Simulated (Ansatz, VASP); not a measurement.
# One calculation of Se, two programs

File POSCAR:

```
Se
1.0
    4.5211108812      0.0000000000      0.0000000000
   -2.2605554406      3.9153968765      0.0000000000
    0.0000000000      0.0000000000      5.6835266207
Se
4
Direct
    0.0000000000      0.0000000000      0.2500000000
    0.0000000000      0.0000000000      0.7500000000
    0.3333333333      0.6666666667      0.7500000000
    0.6666666667      0.3333333333      0.2500000000
```

INCAR.step1

```
SYSTEM = Se
PREC     = Accurate       ! precision mode
ENCUT    = 600            ! plane-wave cutoff, eV
ISMEAR   = 0              ! smearing method
SIGMA    = 0.1            ! smearing width, eV
LREAL    = .FALSE.        ! projectors in reciprocal space
LASPH    = .TRUE.         ! aspherical terms in the spheres
NELM     = 100            ! most SCF steps
GGA      = PE             ! functional
ALGO     = Normal         ! electronic algorithm
EDIFF    = 1E-4           ! SCF threshold, eV
LWAVE    = .TRUE.         ! write WAVECAR
LCHARG   = .FALSE.        ! write CHGCAR
```

File INCAR.step2:

```
SYSTEM = Se
PREC     = Accurate       ! precision mode
ENCUT    = 600            ! plane-wave cutoff, eV
EDIFF    = 1E-6           ! SCF threshold, eV
ISMEAR   = 0              ! smearing method
SIGMA    = 0.1            ! smearing width, eV
LREAL    = .FALSE.        ! projectors in reciprocal space
LASPH    = .TRUE.         ! aspherical terms in the spheres
NELM     = 100            ! most SCF steps
ALGO     = Normal         ! electronic algorithm
ISIF     = 3              ! what is computed and relaxed
LWAVE    = .FALSE.        ! write WAVECAR
LCHARG   = .FALSE.        ! write CHGCAR
METAGGA  = R2SCAN         ! meta-GGA
LMIXTAU  = .TRUE.       
IBRION   = 2              ! ionic algorithm
NSW      = 90             ! ionic steps
EDIFFG   = -0.04          ! ionic threshold
ISTART   = 1
```

KPOINTS

```
regular mesh
0
G
  6 6 4
  0 0 0
```

Input for Ansatz:

```yaml
crystal:
  lattice:
    - [4.5211108812, 0.0, 0.0]
    - [-2.2605554406, 3.9153968765, 0.0]
    - [0.0, 0.0, 5.6835266207]
  atoms:
    - { symbol: Se, position: [0.0, 0.0, 0.25] }
    - { symbol: Se, position: [0.0, 0.0, 0.75] }
    - { symbol: Se, position: [0.3333333333, 0.6666666667, 0.75] }
    - { symbol: Se, position: [0.6666666667, 0.3333333333, 0.25] }
basis:
  ecutwfc: 500
kpoints:
  mp_grid: { grid: [6, 6, 4] }
hamiltonian:
  xc: r2scan
scf:
  occupations: { method: gaussian, width: 0.1 }
  lower_state_search: "off"
output:
  forces: true
  stress: true
  eigenvalues: true
relax:
  adjacent_minimum: "off"
  f_tol: 0.04
  max_steps: 70
  cell: { stress_tol: 0.4 }
```

Alike in both runs: task relaxation of cell and atoms; functional r2SCAN; k mesh 6 × 6 × 4; occupations gaussian, width 0.1 eV; no spin polarisation.

```csv
,VASP,Ansatz
version,VASP 6.6.1,Ansatz 0.2.0
potentials or method,"VASP PAW PBE potentials, release 64 (Se), cutoff 600 eV","scalar-relativistic, plane waves, PAW"
valence electrons in the cell,24,64
```

```tsv
	VASP	Ansatz	Ansatz less VASP
gap on the k mesh at the Fermi level, each at its own relaxed structure (eV)	none	none	-
relaxed volume (Å³/atom)	25.02	25.10	+0.089
relaxed cell length with the largest relative difference (Å)	4.637	4.647	+0.0093
```

VASP's potentials were made for PBE, not for r2SCAN. A gap of «none» marks a metal or a gap that the smearing closes. VASP's potentials hold 24 valence electrons a cell and Ansatz's 64, so a difference there can come from the potentials and not from the codes.

Noted on VASP's run: too few bands were computed for a metal, which touches its energy and stress.
